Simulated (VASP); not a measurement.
Here is a VASP 6.6.1 calculation.

Contents of POSCAR:

```
Pb
1.0
    0.0001225717      2.4941575455      2.4900835756
    2.4986105298     -0.0000585502      2.4901890215
    2.4984926607      2.4942239814     -0.0000014402
Pb
1
Direct
    0.0000000000      0.0000000000      0.0000000000
```

INCAR.step1

```
SYSTEM = Pb
  PREC = Accurate
  ENCUT = 520
  ISMEAR = -1
  SIGMA = 0.05
  LREAL = .False.
  LASPH = .True.
  NELM = 100
  NBANDS = 13
  GGA = PE
  ALGO = Normal
  EDIFF = 1E-4
  LWAVE = .True.
  LCHARG = .False.
```

File INCAR.step2:

```
SYSTEM = Pb
  PREC = Accurate
  ENCUT = 520
  EDIFF = 1E-7
  ISMEAR = -1
  SIGMA = 0.05
  LREAL = .False.
  LASPH = .True.
  NELM = 100
  ALGO = Normal
  ISIF = 2
  LWAVE = .False.
  LCHARG = .False.
  METAGGA = R2SCAN
  LMIXTAU = .True.
  NBANDS = 13
  ISTART = 1
```

Contents of KPOINTS:

```
Automatic mesh
0
Gamma
  9 9 9
  0 0 0
```

Potentials or basis: VASP PAW PBE potentials, release 64 (Pb_d).

Launch:

```console
$ cat potpaw_PBE.64/Pb_d/POTCAR > POTCAR
$ cp INCAR.step1 INCAR
$ mpirun -np 1 vasp_std > vasp.out
$ cp INCAR.step2 INCAR
$ mpirun -np 1 vasp_std > vasp.out
```

**Question.** Predict the pressure.

**Answer.** 0.0 GPa.

**Question.** Estimate the band gap on the k mesh.

**Answer.** Zero (band 7 reaches 14.50 eV, above the bottom of band 8 at 5.36 eV).

Caveat: the PAW data sets were made with another functional, which shifts forces and pressure a little; spin-orbit coupling is left out, which moves the levels of the heavy elements.
